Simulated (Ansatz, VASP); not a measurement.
**One calculation of Nb, two programs**

Contents of INCAR:

```
SYSTEM = Nb
  PREC = Accurate
  ENCUT = 520
  EDIFF = 1E-8
  ISMEAR = -1
  SIGMA = 0.08
  LREAL = .False.
  LASPH = .True.
  NELM = 100
  ALGO = Normal
  ISIF = 2
  LWAVE = .False.
  LCHARG = .False.
  GGA = PE
  LEFG = .True.
  NBANDS = 12
```

KPOINTS

```
Automatic mesh
0
Gamma
  13 13 13
  0 0 0
```

POSCAR

```
Nb
1.0
    0.0000000000      2.0972260504      2.0972260504
    2.0972260504      0.0000000000      2.0972260504
    2.0972260504      2.0972260504      0.0000000000
Nb
1
Direct
    0.0000000000      0.0000000000      0.0000000000
```

Input for Ansatz:

```yaml
crystal:
  lattice:
    - [0.0, 2.0972260504, 2.0972260504]
    - [2.0972260504, 0.0, 2.0972260504]
    - [2.0972260504, 2.0972260504, 0.0]
  atoms:
    - { symbol: Nb, position: [0.0, 0.0, 0.0] }
kpoints:
  mp_grid: { grid: [13, 13, 13] }
scf:
  occupations: { method: fermi_dirac, width: 0.08 }
hamiltonian:
  xc: pbe
  pseudopotentials: { kind: paw }
output:
  forces: true
  stress: true
  eigenvalues: true
  efg: { contact_densities: true }
```

Change from the starting cell: volume scaled by 0.975, PAW files.

Alike in both runs: task electric field gradients; functional PBE; k mesh 13 × 13 × 13; occupations fermi-dirac, width 0.08 eV; no spin polarisation.

```csv
,VASP,Ansatz
version,VASP 6.6.1,Ansatz 0.2.0
potentials or method,"VASP PAW PBE potentials, release 64 (Nb_sv)","PAW with Ansatz's default frozen-core files, scalar-relativistic"
plane-wave cutoff (eV),520,420
valence electrons in the cell,13,13
```

```tsv
	VASP	Ansatz	Ansatz less VASP
pressure (GPa)	2.8	3.2	+0.33
```

With one functional, cell and mesh, what is left measures potentials, basis and numerics.
